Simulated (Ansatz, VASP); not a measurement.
## CsTa3: VASP beside Ansatz

```
Cs Ta
1.0
     4.40601    0.00000    0.00000
     0.00000    4.40601    0.00000
     0.00000    0.00000    4.40601
Cs Ta
1 3
Direct
  0.00000 0.00000 0.00000
  0.00000 0.50000 0.50000
  0.50000 0.00000 0.50000
  0.50000 0.50000 0.00000
```

Alike in both runs: functional PBE; k mesh 10 × 10 × 10; occupations gaussian, width 0.1 eV; no spin polarisation.

Ansatz relaxed the structure, and its values are those at the end. VASP's run is a single point on that final structure, the one shown.

```csv
,VASP,Ansatz
version,VASP 6.6.1,Ansatz 0.2.0
potentials or method,"VASP PAW PBE potentials, release 64 (Cs_sv, Ta_pv), cutoff 520 eV","scalar-relativistic, plane waves, PAW"
valence electrons in the cell,42,48
```

```csv
,VASP,Ansatz,Ansatz less VASP
gap on the k mesh at the Fermi level (eV),none,none,-
pressure (GPa),0.9,0.0,-0.94
```

A gap of «none» marks a metal or a gap that the smearing closes. VASP's potentials hold 42 valence electrons a cell and Ansatz's 48, so a difference there can come from the potentials and not from the codes.

Spin-orbit coupling is off throughout.
